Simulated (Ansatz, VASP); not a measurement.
# GaP in VASP and in Ansatz

File INCAR:

```
SYSTEM = GaP
  ALGO = Normal
  EDIFF = 1E-7
  ENCUT = 520
  GGA = PE
  ISIF = 2
  ISMEAR = 0
  LASPH = .True.
  LCHARG = .True.
  LELF = .True.
  LREAL = .False.
  LVHAR = .True.
  LWAVE = .False.
  NBANDS = 16
  NELM = 60
  PREC = Accurate
  SIGMA = 0.05
```

KPOINTS

```
k-points
0
Gamma
  10 10 10
  0 0 0
```

The input POSCAR:

```
GaP
1.0
    0.0000000000      2.7252308685      2.6533257410
    2.6533257410      0.0000000000      2.6533257410
    2.6533257410      2.7252308685      0.0000000000
Ga P
1 1
Direct
    0.0000000000      0.0000000000      0.0000000000
    0.7500000000      0.7500000000      0.7500000000
```

Input for Ansatz:

```yaml
crystal:
  lattice:
    - [0.0, 2.7252308685, 2.653325741]
    - [2.653325741, 0.0, 2.653325741]
    - [2.653325741, 2.7252308685, 0.0]
  atoms:
    - { symbol: Ga, position: [0.0, 0.0, 0.0] }
    - { symbol: P, position: [0.75, 0.75, 0.75] }
basis:
  ecutwfc: 420
kpoints:
  mp_grid: { grid: [10, 10, 10] }
hamiltonian:
  xc: pbe
scf:
  occupations: { method: gaussian, width: 0.05 }
output:
  forces: true
  stress: true
  eigenvalues: true
```

Alike in both runs: task single point; functional PBE; k mesh 10 × 10 × 10; occupations gaussian, width 0.05 eV; no spin polarisation.

|  | VASP | Ansatz |
| --- | --- | --- |
| version | VASP 6.6.1 | Ansatz 0.2.0 |
| potentials or method | VASP PAW PBE potentials, release 64 (Ga_d, P), cutoff 520 eV | scalar-relativistic, plane waves, PAW |
| valence electrons in the cell | 18 | 18 |

|  | VASP | Ansatz | Ansatz less VASP |
| --- | --- | --- | --- |
| gap on the k mesh at the Fermi level (eV) | 1.38 | 1.38 | 0.000 |
| least direct gap on the mesh (eV) | 2.22 | 2.22 | 0.000 |
| pressure (GPa) | 7.7 | 7.8 | +0.06 |
| traceless stress, the component that is largest in VASP (GPa) | -1.38 | -1.38 | +0.004 |

With one functional, cell and mesh, what is left measures potentials, basis and numerics.
